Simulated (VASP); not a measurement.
# Cs (Fd-3m) in VASP: notebook, part 2 of 2

VASP 6.6.1. The steps go on from the part before.

## Step 3: Single point, PBEsol

INCAR reads:

```
  PREC = Accurate
  ENCUT = 520
  EDIFF = 1E-6
  ISMEAR = -1
  SIGMA = 0.05
  LREAL = F
  LASPH = T
  NELM = 60
  ALGO = Normal
  ISIF = 2
  LWAVE = F
  LCHARG = F
  GGA = PS
  NBANDS = 16
```

KPOINTS reads:

```
regular mesh
0
Gamma
  7 7 7
```

POSCAR reads:

```
Cs
1.0
    0.0000000000      4.3642201671      4.3642201671
    4.3642201671      0.0000000000      4.3642201671
    4.3642201671      4.3642201671      0.0000000000
Cs
2
Direct
   -0.1250000000     -0.1250000000     -0.1250000000
    0.1250000000      0.1250000000      0.1250000000
```

Potentials or basis: VASP PAW PBE potentials, release 64 (Cs_sv).

Started as:

```
> cat potpaw_PBE.64/Cs_sv/POTCAR > POTCAR
> mpirun -np 1 vasp_std > vasp.out
```

OUTCAR:

```text
PREC = Accurate
   ENCUT = 520
   EDIFF = 1E-6
   ISMEAR = -1
   LREAL = F
   LASPH = T
   NELM = 60
   ISIF = 2
   GGA = PS

 ion  position               nearest neighbor table
   1  0.875  0.875  0.875-
   2  0.125  0.125  0.125-

  LATTYP: Found a face centered cubic cell.
 ALAT       =     8.7284403342

  Lattice vectors:

 A1 = (   0.0000000000,   4.3642201671,   4.3642201671)
 A2 = (   4.3642201671,   0.0000000000,   4.3642201671)
 A3 = (   4.3642201671,   4.3642201671,   0.0000000000)

Analysis of symmetry for initial positions (statically):
=====================================================================
 Subroutine PRICEL returns:
 Original cell was already a primitive cell.

 Routine SETGRP: Setting up the symmetry group for a
 face centered cubic supercell.

 Subroutine GETGRP returns: Found 48 space group operations
 (whereof 12 operations were pure point group operations)
 out of a pool of 48 trial point group operations.

The static configuration has the point symmetry D_3d.
 The point group associated with its full space group is O_h .

Analysis of symmetry for dynamics (positions and initial velocities):
=====================================================================
 Subroutine PRICEL returns:
 Original cell was already a primitive cell.

 Routine SETGRP: Setting up the symmetry group for a
 face centered cubic supercell.

 Subroutine GETGRP returns: Found 48 space group operations
 (whereof 12 operations were pure point group operations)
 out of a pool of 48 trial point group operations.

The dynamic configuration has the point symmetry D_3d.
 The point group associated with its full space group is O_h .

 Subroutine INISYM returns: Found 48 space group operations
 (whereof 12 operations are pure point group operations),
 and found     1 'primitive' translations

----------------------------------------------------------------------------------------

                                     Primitive cell

  volume of cell :     166.2455

  direct lattice vectors                    reciprocal lattice vectors
     0.000000000  4.364220167  4.364220167    -0.114568005  0.114568005  0.114568005
     4.364220167  0.000000000  4.364220167     0.114568005 -0.114568005  0.114568005
     4.364220167  4.364220167  0.000000000     0.114568005  0.114568005 -0.114568005

  length of vectors
     6.171939349  6.171939349  6.171939349     0.198437606  0.198437606  0.198437606

  position of ions in fractional coordinates (direct lattice)
     0.875000000  0.875000000  0.875000000
     0.125000000  0.125000000  0.125000000

  ion indices of the primitive-cell ions
   primitive index   ion index
                 1           1
                 2           2

----------------------------------------------------------------------------------------

 KPOINTS: regular mesh

Automatic generation of k-mesh.
 Grid dimensions read from file:
 generate k-points for:    7    7    7

 Generating k-lattice:

  Cartesian coordinates                     Fractional coordinates (reciprocal lattice)
    -0.016366858  0.016366858  0.016366858     0.142857143  0.000000000  0.000000000
     0.016366858 -0.016366858  0.016366858     0.000000000  0.142857143  0.000000000
     0.016366858  0.016366858 -0.016366858     0.000000000  0.000000000  0.142857143

  Length of vectors
     0.028348229  0.028348229  0.028348229

  Shift w.r.t. Gamma in fractional coordinates (k-lattice)
     0.000000000  0.000000000  0.000000000

 Subroutine IBZKPT returns following result:
 ===========================================

 Found     20 irreducible k-points:

 Following reciprocal coordinates:
            Coordinates               Weight
  0.000000  0.000000  0.000000      1.000000
  0.142857  0.000000  0.000000      8.000000
  0.285714  0.000000  0.000000      8.000000
  0.428571  0.000000  0.000000      8.000000
  0.142857  0.142857  0.000000      6.000000
  0.285714  0.142857  0.000000     24.000000
[... 12 lines left out ...]
 -0.428571  0.428571  0.142857     24.000000
 -0.285714  0.428571  0.142857     24.000000
   k-points           NKPTS =     20   k-points in BZ     NKDIM =     20   number of bands    NBANDS=     16
   number of dos      NEDOS =    301   number of ions     NIONS =      2
   total plane-waves  NPLWV = 110592
   dimension x,y,z NGX =    48 NGY =   48 NGZ =   48
   dimension x,y,z NGXF=    96 NGYF=   96 NGZF=   96
   ions per type =               2
   NGX,Y,Z   is equivalent  to a cutoff of  12.93, 12.93, 12.93 a.u.
   NGXF,Y,Z  is equivalent  to a cutoff of  25.86, 25.86, 25.86 a.u.
 SYSTEM =  unknown system
   PREC   = accura    normal or accurate (medium, high low for compatibility)
   ISTART =      0    job   : 0-new  1-cont  2-samecut
   ICHARG =      2    charge: 1-file 2-atom 10-const
   ISPIN  =      1    spin polarized calculation?
   LNONCOLLINEAR =      F non collinear calculations
   LSORBIT =      F    spin-orbit coupling
   LASPH  =      T    aspherical Exc in radial PAW
   ENCUT  =  520.0 eV  38.22 Ry    6.18 a.u.  11.48 11.48 11.48*2*pi/ulx,y,z
   NELM   =     60;   NELMIN=  2; NELMDL= -5     # of ELM steps
   EDIFF  = 0.1E-05   stopping-criterion for ELM
   LREAL  =      F    real-space projection
   EDIFFG = 0.1E-04   stopping-criterion for IOM
   NSW    =      0    number of steps for IOM
   IBRION =     -1    ionic relax: 0-MD 1-quasi-New 2-CG
   NFREE  =      0    steps in history (QN), initial steepest desc. (CG)
   ISIF   =      2    stress and relaxation
   ISYM   =      2    0-nonsym 1-usesym 2-fastsym
   POTIM  = 0.5000    time-step for ionic-motion
   TEBEG  =    0.0;   TEEND  =   0.0 temperature during run
   PSTRESS=    0.0 pullay stress
   NELECT =      18.0000    total number of electrons
   NUPDOWN=      -1.0000    fix difference up-down
   EMIN   =  10.00;   EMAX   =-10.00  energy-range for DOS
   EFERMI =   0.00;   METHOD = LEGACY
   ISMEAR =    -1;   SIGMA  =   0.05  broadening in eV -4-tet -1-fermi 0-gaus
   EFERMI_NEDOS =   21; number of points for ismear=-14 and -15
   IALGO  =     38    algorithm
   IMIX   =      4    mixing-type and parameters
     AMIX     =   0.40;   BMIX     =  1.00
     AMIX_MAG =   1.60;   BMIX_MAG =  1.00
  volume/ion in A,a.u.               =      83.12       560.94
  Fermi-wavevector in a.u.,A,eV,Ry     =   0.780277  1.474510  8.283673  0.608833
  Thomas-Fermi vector in A             =   1.883555
   LORBIT       =      0    0 simple, 1 ext, 2 COOP (PROOUT), +10 PAW based schemes
   GGA     = PS    functional components
   LHFCALC =     F    Hartree Fock is set to
   AEXX    =    0.0000 exact exchange contribution
   IVDW    =     0    specifies the selected vdW correction
   LEPSILON=     F    determine dielectric tensor
   LRPA    =     F    only Hartree local field effects (RPA)
 non-spin polarized calculation
  energy-cutoff  :      520.00
  volume of cell :      166.25
 maximum number of plane-waves:      4504
 NGX is ok and might be reduce to    48
   NGX = 23   NGY = 23   NGZ = 23

 number of electron      18.0000001 magnetization

 Free energy of the ion-electron system (eV)
  ---------------------------------------------------
  ext. energy  EPLUGINS =         0.00000000
  ---------------------------------------------------
  free energy    TOTEN  =        -0.93150974 eV

  energy without entropy =       -0.89827791  energy(sigma->0) =       -0.91489383

 E-fermi :   1.2203     XC(G=0):  -6.3711

 val. band max:        1.2148056743   @ k =   0.4286   0.4286   0.0000
 cond. band min:       1.2608351317   @ k =  -0.4286   0.4286   0.0000
 fundamental gap:      0.0460294575
 Fermi energy:         1.2202611250

 k-point     1 :       0.0000    0.0000    0.0000
  band No.  band energies     occupation
      1     -23.2267      2.00000
      2     -22.8956      2.00000
      3     -10.2484      2.00000
      4     -10.2484      2.00000
      5     -10.2484      2.00000
      6      -9.5319      2.00000
[... 8 lines left out ...]
     15       3.9943      0.00000
     16       3.9943      0.00000
[... 343 lines left out ...]
 k-point    20 :      -0.2857    0.4286    0.1429
  band No.  band energies     occupation
      1     -23.0870      2.00000
      2     -23.0412      2.00000
      3     -10.4564      2.00000
      4     -10.4187      2.00000
      5      -9.9803      2.00000
      6      -9.8130      2.00000
[... 8 lines left out ...]
     15       3.9144      0.00000
     16       4.0090      0.00000

------------------------ aborting loop because EDIFF is reached ----------------------------------------

  FORCE on cell =-STRESS in cart. coord.  units (eV):
  Direction    XX          YY          ZZ          XY          YZ          ZX
  --------------------------------------------------------------------------------------
  -------------------------------------------------------------------------------------
  Total        1.0521496      1.0521496      1.0521496     -0.0000000     -0.0000000      0.0000000
  in kB       10.1400036     10.1400036     10.1400036     -0.0000000     -0.0000000      0.0000000
  external PRESSURE =      10.1400036 kB  Pullay stress =       0.0000000 kB

 VOLUME and BASIS-vectors are now :
 -----------------------------------------------------------------------------
  energy-cutoff  :      520.00
  volume of cell :      166.25
      direct lattice vectors                 reciprocal lattice vectors
     0.000000000  4.364220167  4.364220167    -0.114568005  0.114568005  0.114568005
     4.364220167  0.000000000  4.364220167     0.114568005 -0.114568005  0.114568005
     4.364220167  4.364220167  0.000000000     0.114568005  0.114568005 -0.114568005

 POSITION                                       TOTAL-FORCE (eV/Angst)
 -----------------------------------------------------------------------------------
      7.63739      7.63739      7.63739         0.000000     -0.000000     -0.000000
      1.09106      1.09106      1.09106        -0.000000      0.000000      0.000000
 -----------------------------------------------------------------------------------
    total drift:                                0.000000      0.000000      0.000000

  FREE ENERGIE OF THE ION-ELECTRON SYSTEM (eV)
  ---------------------------------------------------
  free  energy   TOTEN  =        -0.9315097398 eV

  energy  without entropy=       -0.8982779109  energy(sigma->0) =       -0.91489383
```

OSZICAR:

```text
N       E                     dE             d eps       ncg     rms          rms(c)
DAV:   1     0.131393387265E+03    0.13139E+03   -0.64391E+03   640   0.855E+02
DAV:   2     0.142402587949E+02   -0.11715E+03   -0.11142E+03   976   0.157E+02
DAV:   3    -0.730778141943E+00   -0.14971E+02   -0.14926E+02   816   0.595E+01
DAV:   4    -0.979081237475E+00   -0.24830E+00   -0.24784E+00   848   0.917E+00
DAV:   5    -0.980932651080E+00   -0.18514E-02   -0.18513E-02   832   0.800E-01    0.590E-01
DAV:   6    -0.950722039536E+00    0.30211E-01   -0.25090E-02   808   0.658E-01    0.363E-01
DAV:   7    -0.932075352176E+00    0.18647E-01   -0.56888E-02   784   0.929E-01    0.146E-01
DAV:   8    -0.931511971973E+00    0.56338E-03   -0.19056E-03   840   0.225E-01    0.179E-02
DAV:   9    -0.931514693084E+00   -0.27211E-05   -0.58702E-05   832   0.427E-02    0.120E-02
DAV:  10    -0.931510143831E+00    0.45493E-05   -0.48947E-06   848   0.103E-02    0.195E-03
DAV:  11    -0.931509739798E+00    0.40403E-06   -0.14353E-06   656   0.490E-03
   1 F= -.93150974E+00 E0= -.91489383E+00  d E =-.332318E-01
```

Run time: 25 s. Hardware: 1 thread of AMD EPYC 9R45 (Zen 5), shared host; peak memory 0.27 GiB.

Results:

- Free energy: -0.9315 eV
- Pressure: 1.0 GPa

Levels at points of the mesh, in eV from the Fermi level:
| k point | band 7 | band 8 | band 9 | band 10 | band 11 | band 12 |
| --- | --- | --- | --- | --- | --- | --- |
| (0.00, 0.00, 0.00) | -10.75 | -10.75 | -1.76 | 1.13 | 1.13 | 1.81 |

Caveat: the PAW data sets were made with another functional, which shifts forces and pressure a little; spin-orbit coupling is left out, which moves the levels of the heavy elements.
